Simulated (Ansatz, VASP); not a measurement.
## SiC: VASP beside Ansatz

File INCAR:

```
PREC     = Accurate       # precision mode
ENCUT    = 600            # plane-wave cutoff, eV
EDIFF    = 1E-6           # SCF threshold, eV
ISMEAR   = 0              # smearing method
SIGMA    = 0.05           # smearing width, eV
LREAL    = False          # projectors in reciprocal space
LASPH    = True           # aspherical terms in the spheres
NELM     = 120            # most SCF steps
ALGO     = Normal         # electronic algorithm
ISIF     = 2              # what is computed and relaxed
LWAVE    = False          # write WAVECAR
LCHARG   = False          # write CHGCAR
GGA      = PE             # functional
NBANDS   = 16             # bands
GGA_COMPAT= False
```

File KPOINTS:

```
Automatic mesh
0
Gamma
  10 10 6
```

The input POSCAR:

```
SiC
1.0
    0.0000000000     -2.1898640950     -2.1898640950
    0.0000000000      2.1898640950     -2.1898640950
    4.3797281900      0.0000000000      0.0000000000
Si C
2 2
Direct
    0.5048143036      0.5048143036      0.5000000000
   -0.0048143036     -0.0048143036      0.0000000000
    0.9828756496      0.5171243504      0.2500000000
    0.5171243504     -0.0171243504      0.7500000000
```

Input for Ansatz:

```yaml
crystal:
  lattice:
    - [0.0, -2.189864095, -2.189864095]
    - [0.0, 2.189864095, -2.189864095]
    - [4.37972819, 0.0, 0.0]
  atoms:
    - { symbol: Si, position: [0.5048143036, 0.5048143036, 0.5] }
    - { symbol: Si, position: [-0.0048143036, -0.0048143036, 0.0] }
    - { symbol: C, position: [0.9828756496, 0.5171243504, 0.25] }
    - { symbol: C, position: [0.5171243504, -0.0171243504, 0.75] }
basis:
  ecutwfc: 420
kpoints:
  mp_grid: { grid: [10, 10, 6] }
hamiltonian:
  xc: pbe
scf:
  occupations: { method: gaussian, width: 0.05 }
output:
  forces: true
  stress: true
  eigenvalues: true
```

Change from the starting cell: mode 7 (741.2 1/cm) frozen in, largest displacement +0.075 Å.

Alike in both runs: task single point; functional PBE; k mesh 10 × 10 × 6; occupations gaussian, width 0.05 eV; no spin polarisation.

|  | VASP | Ansatz |
| --- | --- | --- |
| version | VASP 6.6.1 | Ansatz 0.2.0 |
| potentials or method | VASP PAW PBE potentials, release 64 (Si, C), cutoff 600 eV | scalar-relativistic, plane waves, PAW |
| valence electrons in the cell | 16 | 16 |

Ansatz gave:

```
gap on the k mesh at the Fermi level (eV)                     : 1.32
least direct gap on the mesh (eV)                             : 1.42
pressure (GPa)                                                : 1.4
traceless stress, the component that is largest in VASP (GPa) : -0.97
rms of the force components (eV/Å)                            : 0.891
```

Question: Estimate VASP's values.

Answer: gap on the k mesh at the Fermi level (eV): 1.32; least direct gap on the mesh (eV): 1.41; pressure (GPa): 1.2; traceless stress, the component that is largest in VASP (GPa): -0.97; rms of the force components (eV/Å): 0.891.

Atom by atom the forces differ by 0.001 eV/Å (rms over components).
